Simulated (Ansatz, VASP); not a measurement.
## WS: VASP beside Ansatz

Contents of INCAR:

```
ALGO = Normal
EDIFF = 1E-6
EDIFFG = -0.01
ENCUT = 600
GGA = PE
IBRION = 2
ISIF = 3
ISMEAR = 0
ISPIN = 2
LASPH = True
LCHARG = False
LDAU = True
LDAUJ = 0 0
LDAUL = 2 -1
LDAUPRINT = 1
LDAUTYPE = 2
LDAUU = 6.2 0
LMAXMIX = 4
LORBIT = 11
LREAL = False
LWAVE = False
MAGMOM = 2.5 0
NELM = 150
NSW = 80
PREC = Accurate
SIGMA = 0.02
```

File KPOINTS:

```
k-points
0
Gamma
  12 12 12
```

Contents of POSCAR:

```
WS
1.0
    3.2404427506      0.0000000000      0.0000000000
    0.0000000000      3.2404427506      0.0000000000
    0.0000000000      0.0000000000      3.2404427506
W S
1 1
Direct
    0.0000000000      0.0000000000      0.0000000000
    0.5000000000      0.5000000000      0.5000000000
```

Input for Ansatz:

```yaml
crystal:
  lattice:
    - [3.2404427506, 0.0, 0.0]
    - [0.0, 3.2404427506, 0.0]
    - [0.0, 0.0, 3.2404427506]
  atoms:
    - { symbol: W, position: [0.0, 0.0, 0.0], spin: 2.5 }
    - { symbol: S, position: [0.5, 0.5, 0.5] }
basis:
  ecutwfc: 420
kpoints:
  mp_grid: { grid: [12, 12, 12] }
hamiltonian:
  xc: pbe
  hubbard: { sites: [{ species: W, l: d, u_eff: 6.2 }] }
scf:
  occupations: { method: gaussian, width: 0.02 }
output:
  forces: true
  stress: true
  eigenvalues: true
  populations: true
magnetization:
  spin_polarized: true
relax:
  adjacent_minimum: "off"
  f_tol: 0.01
  max_steps: 60
  cell: { stress_tol: 0.05 }
```

Alike in both runs: task relaxation of cell and atoms; functional PBE; k mesh 12 × 12 × 12; occupations gaussian, width 0.02 eV; collinear spin; Hubbard terms W d U = 6.2 eV.

|  | VASP | Ansatz |
| --- | --- | --- |
| version | VASP 6.6.1 | Ansatz 0.2.0 |
| potentials or method | VASP PAW PBE potentials, release 64 (W_sv, S), cutoff 600 eV | scalar-relativistic, plane waves, PAW |
| valence electrons in the cell | 20 | 20 |

Ansatz gave:

- gap on the k mesh at the Fermi level, each at its own relaxed structure (eV): none
- net moment per atom (μB): 2.00
- size of the moment on the site where the two differ most (μB): 3.39
- relaxed volume (Å³/atom): 19.83
- relaxed length of the cell vector where the two differ most in proportion (Å): 3.410

Q: Which values does VASP return?

A: gap on the k mesh at the Fermi level, each at its own relaxed structure (eV): none; net moment per atom (μB): 0.88; size of the moment on the site where the two differ most (μB): 1.58; relaxed volume (Å³/atom): 15.19; relaxed length of the cell vector where the two differ most in proportion (Å): 3.120.

The net moments are unlike, so the other rows may belong to different states. Site moments also hang on the region over which each program counts them. The programs project onto different local orbitals, so the same U acts differently, and such runs can settle in different states. A gap of «none» marks a metal or a gap that the smearing closes. Ansatz's warnings: filled band counts differ across k points.

Neither program's run includes spin-orbit coupling.
